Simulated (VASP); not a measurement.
Here is a VASP 6.6.1 calculation.

File INCAR:

```
SYSTEM = SiRu6
ALGO = Normal
DIPOL = 0.5 0.5 0.354
EDIFF = 1E-7
ENCUT = 520
GGA = PE
IDIPOL = 3
ISIF = 2
ISMEAR = 0
LASPH = .True.
LCHARG = .True.
LDIPOL = .True.
LELF = .True.
LREAL = .False.
LVACPOTAV = .True.
LVHAR = .True.
LWAVE = .False.
NBANDS = 53
NELM = 60
PREC = Accurate
SIGMA = 0.1
```

Contents of KPOINTS:

```
k-points
0
Gamma
  10 6 1
  0 0 0
```

POSCAR

```
SiRu6
1.0
    2.7197977462      0.0000000000      0.0000000000
    0.0000000000      4.2966597640      0.0000000000
    0.0000000000      0.0000000000     20.8383397414
Ru Si
6 1
Direct
    0.0000000000      0.7500000000      0.1919538720
    0.5000000000      0.2500000000      0.2296314409
    0.5000000000      0.7500000000      0.3049865786
    0.0000000000      0.2500000000      0.3407382302
    0.0000000000      0.7500000000      0.4168575075
    0.5000000000      0.2500000000      0.4481326179
    1.0000000000      0.2500000000      0.5432960908
```

Potentials or basis: VASP PAW PBE potentials, release 64 (Ru_pv, Si).

Command:

```bash
$ cat potpaw_PBE.64/Ru_pv/POTCAR potpaw_PBE.64/Si/POTCAR > POTCAR
$ mpirun -np 1 vasp_std > vasp.out
```

(1) What does it give for the band gap on the k mesh?

(2) What does it give for the largest force?

Answers

(1) zero (bands 44 and 45 overlap by 1.32 eV).

(2) 1.180 eV/Å.
